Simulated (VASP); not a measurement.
# Al27Au in VASP: single point with LDA

Aim: the single point of Al27Au with LDA.

Program: VASP 6.6.1. These are calculated values, not measurements. Logs are shortened: lines on timing, memory, paths and dates and some standing lists are left out, and cuts for length are marked.

**1. The cell of the first run**

The cell holds a slab with vacuum, 28 atoms: a = 8.591 Å, b = 8.591 Å, c = 17.677 Å, α = 90.00°, β = 90.00°, γ = 60.00°.

**2. Single point, LDA**

INCAR

```
PREC = Accurate
ENCUT = 520
EDIFF = 1E-6
ISMEAR = -1
SIGMA = 0.05
LREAL = Auto
LASPH = T
NELM = 80
ALGO = Normal
ISIF = 2
LWAVE = F
LCHARG = F
NBANDS = 66
```

KPOINTS

```
Automatic mesh
0
Gamma
  4 4 1
```

POSCAR

```
Al27Au
1.0
    8.5913470000      0.0000000000      0.0000000000
    4.2956740000      7.4403250000      0.0000000000
    0.0000000000      0.0000000000     17.6765370000
Al Au
27 1
Direct
    0.1111110703      0.1111111410      0.0565721668
    0.4444444812      0.1111111410      0.0565721668
    0.7777777758      0.1111111410      0.0565721668
    0.1111110539      0.4444444295      0.0565721668
    0.4444444648      0.4444444295      0.0565721668
    0.7777777594      0.4444444295      0.0565721668
    0.1111111539      0.7777777180      0.0565721668
    0.4444444484      0.7777777180      0.0565721668
    0.7777778594      0.7777777180      0.0565721668
   -0.1106274917      0.2218585882      0.1834324223
    0.2239245613      0.2198598852      0.1879909509
    0.5568768473      0.2198813896      0.1880173136
   -0.1109966444      0.5554922668      0.1844258861
    0.2254145023      0.5498140202      0.1837443047
    0.5561491497      0.5555113520      0.1844138363
   -0.1056533904      0.8843471219      0.1818929239
    0.2219868298      0.8843543797      0.1818848341
    0.5562245857      0.8883464096      0.1883819212
    0.0008443888     -0.0005611314      0.3102827777
    0.3140378775     -0.0145894165      0.3119125652
    0.7017198589     -0.0145667024      0.3119541458
   -0.0025569414      0.3342671187      0.3124394218
    0.3297723745      0.3414512135      0.3185961707
    0.6693055459      0.3343048859      0.3124403835
    0.0063453250      0.6579375229      0.3113809000
    0.3367577882      0.6579347004      0.3113743942
    0.6648772269      0.6713428513      0.3151443068
    0.4631442795      1.0748513002      0.4046179973
```

Potentials or basis: VASP PAW LDA potentials, release 64 (Al, Au).

Command:

```sh
> cat potpaw_LDA.64/Al/POTCAR potpaw_LDA.64/Au/POTCAR > POTCAR
> mpirun -np 1 vasp_std > vasp.out
```

OUTCAR:

```text
PREC = Accurate
   ENCUT = 520
   EDIFF = 1E-6
   ISMEAR = -1
   LREAL = Auto
   LASPH = T
   NELM = 80
   ISIF = 2

 ion  position               nearest neighbor table
   1  0.111  0.111  0.057-  10 2.78  17 2.78  11 2.85   3 2.86   4 2.86   6 2.86   8 2.86   7 2.86
                             2 2.86
   2  0.444  0.111  0.057-  11 2.84  12 2.85  18 2.86   3 2.86   5 2.86   4 2.86   9 2.86   1 2.86
                             8 2.86
   3  0.778  0.111  0.057-  16 2.78  10 2.79  12 2.85   1 2.86   2 2.86   6 2.86   5 2.86   7 2.86
                             9 2.86
   4  0.111  0.444  0.057-  14 2.78  13 2.80  11 2.86   9 2.86   6 2.86   1 2.86   7 2.86   2 2.86
                             5 2.86
   5  0.444  0.444  0.057-  14 2.78  15 2.80  12 2.86   6 2.86   8 2.86   2 2.86   7 2.86   3 2.86
                             4 2.86
   6  0.778  0.444  0.057-  10 2.79  15 2.80  13 2.80   4 2.86   5 2.86   3 2.86   1 2.86   8 2.86
                             9 2.86
   7  0.111  0.778  0.057-  16 2.74  17 2.74  14 2.82   9 2.86   8 2.86   5 2.86   4 2.86   3 2.86
                             1 2.86
   8  0.444  0.778  0.057-  17 2.77  15 2.80  18 2.86   7 2.86   5 2.86   6 2.86   1 2.86   9 2.86
                             2 2.86
   9  0.778  0.778  0.057-  16 2.77  13 2.80  18 2.85   4 2.86   7 2.86   6 2.86   3 2.86   2 2.86
                             8 2.86
  10  0.889  0.222  0.183-   1 2.78   3 2.79  19 2.79   6 2.79  24 2.81  22 2.81  15 2.86  13 2.86
                            12 2.87  11 2.87  16 2.88  17 2.88
  11  0.224  0.220  0.188-  22 2.77  20 2.81  14 2.84   2 2.84   1 2.85  18 2.85  12 2.86   4 2.86
                            23 2.86  10 2.87  13 2.88  17 2.89
[... 14 lines left out ...]
  19  0.001  0.999  0.310-  21 2.63  20 2.63  10 2.79  17 2.80  16 2.81  22 2.86  24 2.86  26 2.91
                            25 2.91
  20  0.314  0.985  0.312-  28 2.43  19 2.63  17 2.71  26 2.72  11 2.81  18 2.84  22 2.87  27 2.87
                            23 3.13  21 3.33
  21  0.702  0.985  0.312-  28 2.43  19 2.63  16 2.71  25 2.72  12 2.81  18 2.84  24 2.87  27 2.87
                            23 3.13  20 3.33
  22  0.997  0.334  0.312-  11 2.77  13 2.80  10 2.81  24 2.82  25 2.82  19 2.86  20 2.87  27 2.88
                            23 2.89
  23  0.330  0.341  0.319-  28 2.50  25 2.75  26 2.75  14 2.84  12 2.86  11 2.86  22 2.89  24 2.89
                            20 3.13  21 3.13
  24  0.669  0.334  0.312-  12 2.77  15 2.80  10 2.81  22 2.82  26 2.82  19 2.86  21 2.87  27 2.88
                            23 2.89
  25  0.006  0.658  0.311-  21 2.72  23 2.75  13 2.78  14 2.78  22 2.82  26 2.84  16 2.84  27 2.88
                            19 2.91
  26  0.337  0.658  0.311-  20 2.72  23 2.75  15 2.78  14 2.79  24 2.82  25 2.84  17 2.84  27 2.88
                            19 2.91
  27  0.665  0.671  0.315-  18 2.76  13 2.85  15 2.85  20 2.87  21 2.87  22 2.88  24 2.88  25 2.88
                            26 2.88  28 3.39
  28  0.463  0.075  0.405-  21 2.43  20 2.43  23 2.50  27 3.39

  LATTYP: Found a hexagonal cell.
 ALAT       =     8.5913474624
 C/A-ratio  =     2.0574813296

  Lattice vectors:

 A1 = (  -4.2956740000,  -7.4403250000,   0.0000000000)
 A2 = (   8.5913470000,   0.0000000000,   0.0000000000)
 A3 = (   0.0000000000,   0.0000000000,  17.6765370000)

Analysis of symmetry for initial positions (statically):
=====================================================================
 Subroutine PRICEL returns:
 Original cell was already a primitive cell.

 Routine SETGRP: Setting up the symmetry group for a
 hexagonal supercell.

 Subroutine GETGRP returns: Found  1 space group operations
 (whereof  1 operations were pure point group operations)
 out of a pool of 24 trial point group operations.

The static configuration has the point symmetry C_1 .

Analysis of symmetry for dynamics (positions and initial velocities):
=====================================================================
 Subroutine PRICEL returns:
 Original cell was already a primitive cell.

 Routine SETGRP: Setting up the symmetry group for a
 hexagonal supercell.

 Subroutine GETGRP returns: Found  1 space group operations
 (whereof  1 operations were pure point group operations)
 out of a pool of 24 trial point group operations.

The dynamic configuration has the point symmetry C_1 .

 Subroutine INISYM returns: Found  1 space group operations
 (whereof  1 operations are pure point group operations),
 and found     1 'primitive' translations

----------------------------------------------------------------------------------------

                                     Primitive cell

  volume of cell :    1129.9269

  direct lattice vectors                    reciprocal lattice vectors
     8.591347000  0.000000000  0.000000000     0.116396183 -0.067201373  0.000000000
     4.295674000  7.440325000  0.000000000     0.000000000  0.134402731  0.000000000
     0.000000000  0.000000000 17.676537000     0.000000000  0.000000000  0.056572167

  length of vectors
     8.591347000  8.591347462 17.676537000     0.134402738  0.134402731  0.056572167

  position of ions in fractional coordinates (direct lattice)
     0.111111070  0.111111141  0.056572167
     0.444444481  0.111111141  0.056572167
     0.777777776  0.111111141  0.056572167
     0.111111054  0.444444430  0.056572167
     0.444444465  0.444444430  0.056572167
     0.777777759  0.444444430  0.056572167
[... 20 lines left out ...]
     0.664877227  0.671342851  0.315144307
     0.463144279  0.074851300  0.404617997

  ion indices of the primitive-cell ions
   primitive index   ion index
                 1           1
                 2           2
                 3           3
                 4           4
                 5           5
                 6           6
[... 20 lines left out ...]
                27          27
                28          28

----------------------------------------------------------------------------------------

 KPOINTS: Automatic mesh

Automatic generation of k-mesh.
 Grid dimensions read from file:
 generate k-points for:    4    4    1

 Generating k-lattice:

  Cartesian coordinates                     Fractional coordinates (reciprocal lattice)
     0.029099046 -0.016800343  0.000000000     0.250000000  0.000000000  0.000000000
     0.000000000  0.033600683  0.000000000     0.000000000  0.250000000  0.000000000
     0.000000000  0.000000000  0.056572167     0.000000000  0.000000000  1.000000000

  Length of vectors
     0.033600685  0.033600683  0.056572167

  Shift w.r.t. Gamma in fractional coordinates (k-lattice)
     0.000000000  0.000000000  0.000000000

 Subroutine IBZKPT returns following result:
 ===========================================

 Found     10 irreducible k-points:

 Following reciprocal coordinates:
            Coordinates               Weight
  0.000000  0.000000  0.000000      1.000000
  0.250000  0.000000  0.000000      2.000000
  0.250000  0.250000  0.000000      2.000000
  0.000000  0.250000  0.000000      2.000000
  0.500000  0.000000  0.000000      1.000000
  0.500000  0.500000  0.000000      1.000000
  0.000000  0.500000  0.000000      1.000000
  0.500000  0.250000  0.000000      2.000000
  0.250000  0.500000  0.000000      2.000000
 -0.250000  0.250000  0.000000      2.000000
   k-points           NKPTS =     10   k-points in BZ     NKDIM =     10   number of bands    NBANDS=     66
   number of dos      NEDOS =    301   number of ions     NIONS =     28
   total plane-waves  NPLWV = 573440
   dimension x,y,z NGX =    64 NGY =   64 NGZ =  140
   dimension x,y,z NGXF=   128 NGYF=  128 NGZF=  280
   ions per type =              27   1
   NGX,Y,Z   is equivalent  to a cutoff of  12.38, 12.38, 13.17 a.u.
   NGXF,Y,Z  is equivalent  to a cutoff of  24.77, 24.77, 26.33 a.u.
 SYSTEM =  unknown system
   PREC   = accura    normal or accurate (medium, high low for compatibility)
   ISTART =      0    job   : 0-new  1-cont  2-samecut
   ICHARG =      2    charge: 1-file 2-atom 10-const
   ISPIN  =      1    spin polarized calculation?
   LNONCOLLINEAR =      F non collinear calculations
   LSORBIT =      F    spin-orbit coupling
   LASPH  =      T    aspherical Exc in radial PAW
   ENCUT  =  520.0 eV  38.22 Ry    6.18 a.u.  15.97 15.97 32.87*2*pi/ulx,y,z
   NELM   =     80;   NELMIN=  2; NELMDL= -5     # of ELM steps
   EDIFF  = 0.1E-05   stopping-criterion for ELM
   LREAL  =      T    real-space projection
   EDIFFG = 0.1E-04   stopping-criterion for IOM
   NSW    =      0    number of steps for IOM
   IBRION =     -1    ionic relax: 0-MD 1-quasi-New 2-CG
   NFREE  =      0    steps in history (QN), initial steepest desc. (CG)
   ISIF   =      2    stress and relaxation
   ISYM   =      2    0-nonsym 1-usesym 2-fastsym
   POTIM  = 0.5000    time-step for ionic-motion
   TEBEG  =    0.0;   TEEND  =   0.0 temperature during run
   PSTRESS=    0.0 pullay stress
   NELECT =      92.0000    total number of electrons
   NUPDOWN=      -1.0000    fix difference up-down
   EMIN   =  10.00;   EMAX   =-10.00  energy-range for DOS
   EFERMI =   0.00;   METHOD = LEGACY
   ISMEAR =    -1;   SIGMA  =   0.05  broadening in eV -4-tet -1-fermi 0-gaus
   EFERMI_NEDOS =   21; number of points for ismear=-14 and -15
   IALGO  =     38    algorithm
   IMIX   =      4    mixing-type and parameters
     AMIX     =   0.40;   BMIX     =  1.00
     AMIX_MAG =   1.60;   BMIX_MAG =  1.00
  volume/ion in A,a.u.               =      40.35       272.33
  Fermi-wavevector in a.u.,A,eV,Ry     =   0.709557  1.340868  6.850142  0.503471
  Thomas-Fermi vector in A             =   1.796170
   LORBIT       =      0    0 simple, 1 ext, 2 COOP (PROOUT), +10 PAW based schemes
   GGA     = CA    functional components
   LHFCALC =     F    Hartree Fock is set to
   AEXX    =    0.0000 exact exchange contribution
   IVDW    =     0    specifies the selected vdW correction
   LEPSILON=     F    determine dielectric tensor
   LRPA    =     F    only Hartree local field effects (RPA)
 non-spin polarized calculation
  energy-cutoff  :      520.00
  volume of cell :     1129.93
 maximum number of plane-waves:     30426
   NGX = 31   NGY = 31   NGZ = 65

 number of electron      92.0000000 magnetization

 Free energy of the ion-electron system (eV)
  ---------------------------------------------------
  ext. energy  EPLUGINS =         0.00000000
  ---------------------------------------------------
  free energy    TOTEN  =      -109.70242169 eV

  energy without entropy =     -109.61090232  energy(sigma->0) =     -109.65666201

 E-fermi :   0.7953     XC(G=0):  -5.2897

 val. band max:        0.7820300182   @ k =   0.5000   0.2500   0.0000
 cond. band min:       0.7986529325   @ k =  -0.2500   0.2500   0.0000
 fundamental gap:      0.0166229143
 Fermi energy:         0.7952968395

 k-point     1 :       0.0000    0.0000    0.0000
  band No.  band energies     occupation
      1      -9.8584      2.00000
      2      -8.1738      2.00000
      3      -7.3072      2.00000
      4      -7.2858      2.00000
      5      -7.2469      2.00000
      6      -7.2022      2.00000
[... 599 lines left out ...]
     57       2.3690      0.00000
     58       2.5006      0.00000
 [bands above 58 left out]

------------------------ aborting loop because EDIFF is reached ----------------------------------------

  FORCE on cell =-STRESS in cart. coord.  units (eV):
  Direction    XX          YY          ZZ          XY          YZ          ZX
  --------------------------------------------------------------------------------------
  -------------------------------------------------------------------------------------
  Total      -11.1950425    -13.0673099      0.1503918     -0.0041599      0.6673522     -0.0627191
  in kB      -15.8739854    -18.5287627      0.2132478     -0.0058986      0.9462706     -0.0889324
  external PRESSURE =     -11.3965001 kB  Pullay stress =       0.0000000 kB

 VOLUME and BASIS-vectors are now :
 -----------------------------------------------------------------------------
  energy-cutoff  :      520.00
  volume of cell :     1129.93
      direct lattice vectors                 reciprocal lattice vectors
     8.591347000  0.000000000  0.000000000     0.116396183 -0.067201373  0.000000000
     4.295674000  7.440325000  0.000000000     0.000000000  0.134402731  0.000000000
     0.000000000  0.000000000 17.676537000     0.000000000  0.000000000  0.056572167

 POSITION                                       TOTAL-FORCE (eV/Angst)
 -----------------------------------------------------------------------------------
      1.43189      0.82670      1.00000         0.047928      0.013790      0.006796
      4.29567      0.82670      1.00000         0.001537     -0.013109      0.117823
      7.15946      0.82670      1.00000        -0.044253      0.013875      0.008142
      2.86378      3.30681      1.00000         0.020991     -0.037581      0.017348
      5.72756      3.30681      1.00000        -0.016957     -0.037541      0.017099
      8.59135      3.30681      1.00000         0.001808      0.005506     -0.090246
[... 20 lines left out ...]
      8.59606      4.99501      5.57066        -0.001978     -0.037254     -0.038609
      4.30057      0.55692      7.15225        -0.002287      0.145583      0.078265
 -----------------------------------------------------------------------------------
    total drift:                               -0.003946     -0.000030     -0.006622

  FREE ENERGIE OF THE ION-ELECTRON SYSTEM (eV)
  ---------------------------------------------------
  free  energy   TOTEN  =      -109.7024216926 eV

  energy  without entropy=     -109.6109023181  energy(sigma->0) =     -109.65666201
```

Run time: 56 min. Hardware: 1 thread of Intel Xeon 8259CL, shared host; peak memory 0.97 GiB.

What came out:

```
Free energy            : -109.7024 eV
Largest force          : 0.165 eV/Å
Band gap on the k mesh : zero (bands 46 and 47 overlap by 0.43 eV)
```

Forces on the atoms (eV/Å):
```
Al   0.048  0.014  0.007
Al   0.002 -0.013  0.118
Al  -0.044  0.014  0.008
Al   0.021 -0.038  0.017
Al  -0.017 -0.038  0.017
Al   0.002  0.006 -0.090
Al   0.003 -0.053 -0.100
Al   0.024  0.011  0.007
Al  -0.019  0.011  0.009
Al   0.000 -0.005  0.001
Al   0.002 -0.005  0.003
Al  -0.003 -0.004  0.003
Al   0.002 -0.007 -0.006
Al  -0.001  0.010 -0.008
Al  -0.002 -0.007 -0.005
Al  -0.005  0.003  0.007
Al   0.004  0.002  0.007
Al  -0.003 -0.002 -0.006
Al  -0.001 -0.004  0.007
Al   0.003 -0.032 -0.002
Al  -0.006 -0.032 -0.002
Al   0.006 -0.013  0.003
Al  -0.001  0.069 -0.038
Al  -0.006 -0.013  0.003
Al  -0.009  0.009  0.000
Al   0.006  0.008  0.000
Al  -0.002 -0.037 -0.039
Au  -0.002  0.146  0.078
```

Caveat: there is no dipole correction, which matters where the two faces differ; spin-orbit coupling is left out, which moves the levels of the heavy elements.
